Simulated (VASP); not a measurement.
Crystal: Bi.

```
CELL_PARAMETERS angstrom
-2.06000 2.06000 2.06000
2.06000 -2.06000 2.06000
2.06000 2.06000 -2.06000
ATOMIC_POSITIONS crystal
Bi 0.00000 0.00000 0.00000
```

This isn't the form of Bi at room conditions, which is rhombohedral.

| Quantity | Value |
| --- | --- |
| Program | VASP 6.6.1 |
| Task | relaxation of cell and atoms |
| Functional | PBEsol |
| Potentials or basis | VASP PAW PBE potentials, release 64 (Bi_d) |
| Cutoff | 500 eV |
| k mesh | 8 × 8 × 8 |
| Occupations | gaussian, width 0.05 eV |
| Spin | no spin polarisation |

At the start: pressure -6.8 GPa; volume 34.97 Å³/atom.

Q: How do energy, volume and symmetry change on relaxing?

A: Over 3 steps the energy falls by 125.6 meV/atom and the volume is 29.88 Å³/atom (-14.5 %); space group Im-3m (No. 229, to 0.1 Å) before and after.

The path:
```tsv
step	energy change (eV)	largest force (eV/Å)	pressure (GPa)	volume (Å³)
1	0.0000	0.0000	-6.77	34.97
2	-0.0996	0.0000	4.74	28.01
3	-0.1256	0.0000	-0.02	29.88
```

Final structure:
```
Bi
1.0
    -1.95493    1.95493    1.95493
     1.95493   -1.95493    1.95493
     1.95493    1.95493   -1.95493
Bi
1
Cartesian
  0.0000 0.0000 0.0000
```

Caveat: the PAW data sets were made with another functional, which shifts forces and pressure a little.
